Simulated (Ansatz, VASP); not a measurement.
One calculation of InAs, two programs

File INCAR:

```
SYSTEM = InAs
PREC = Accurate
ENCUT = 520
EDIFF = 1E-6
ISMEAR = 0
SIGMA = 0.15
LREAL = .False.
LASPH = .True.
NELM = 60
ALGO = Normal
ISIF = 2
LWAVE = .False.
LCHARG = .True.
GGA = PS
LELF = .True.
LVHAR = .True.
NBANDS = 16
```

The input KPOINTS:

```
Automatic mesh
0
Gamma
  18 18 18
  0 0 0
```

POSCAR

```
InAs
1.0
    0.0000000000      3.0525811656      2.8264640422
    3.0525811656      0.0000000000      2.8264640422
    3.0525811656      3.0525811656      0.0000000000
In As
1 1
Direct
    0.5000000000      0.5000000000      0.5000000000
    0.0000000000      0.0000000000      0.0000000000
```

Input for Ansatz:

```yaml
crystal:
  lattice:
    - [0.0, 3.0525811656, 2.8264640422]
    - [3.0525811656, 0.0, 2.8264640422]
    - [3.0525811656, 3.0525811656, 0.0]
  atoms:
    - { symbol: In, position: [0.5, 0.5, 0.5] }
    - { symbol: As, position: [0.0, 0.0, 0.0] }
basis:
  ecutwfc: 420
kpoints:
  mp_grid: { grid: [18, 18, 18] }
hamiltonian:
  xc: pbesol
scf:
  occupations: { method: gaussian, width: 0.15 }
output:
  forces: true
  stress: true
  eigenvalues: true
```

Change from the starting cell: strain +0.080 along x and y, +0.000 along z, atoms carried along.

Alike in both runs: task single point; functional PBEsol; k mesh 18 × 18 × 18; occupations gaussian, width 0.15 eV; no spin polarisation.

```csv
,VASP,Ansatz
version,VASP 6.6.1,Ansatz 0.2.0
potentials or method,"VASP PAW PBE potentials, release 64 (In_d, As), cutoff 520 eV","scalar-relativistic, plane waves, PAW"
valence electrons in the cell,18,28
```

|  | VASP | Ansatz | Ansatz less VASP |
| --- | --- | --- | --- |
| gap on the k mesh at the Fermi level (eV) | none | none | - |
| pressure (GPa) | -6.9 | -7.0 | -0.05 |
| traceless stress, the component that is largest in VASP (GPa) | 3.09 | 3.07 | -0.018 |

VASP's potentials were made for PBE, not for PBEsol. A gap of «none» marks a metal or a gap that the smearing closes. With one functional, cell and mesh, what is left measures potentials, basis and numerics. VASP's potentials hold 18 valence electrons a cell and Ansatz's 28, so a difference there can come from the potentials and not from the codes.
